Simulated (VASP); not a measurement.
Fe:

```xyz
1
Lattice="0.0000 1.8260 1.8260 1.8260 0.0000 1.8260 1.8260 1.8260 0.0000" Properties=species:S:1:pos:R:3 pbc="T T T"
Fe    0.0000    0.0000    0.0000
```

Base run:

```yaml
Program: VASP 6.6.1
Functional: PBE
Potentials_or_basis: VASP PAW PBE potentials, release 64 (Fe)
Cutoff: 520 eV
k_mesh: 12 × 12 × 12
Occupations: fermi-dirac, width 0.1 eV
Spin: collinear spin, ferromagnetic start
Starting_moments: "[0.4] μB"
```

Its results: pressure -32.3 GPa.

Task: The run is repeated on the same cell with these changes: moments at the start from [0.4] to [4.53]; fixed moment from none to 4.53 μB. What comes out?

Result: Pressure 76.9 GPa; site moments Fe +4.24 μB.

Caveats: the total moment is fixed, so each spin has its own Fermi level (some runs).
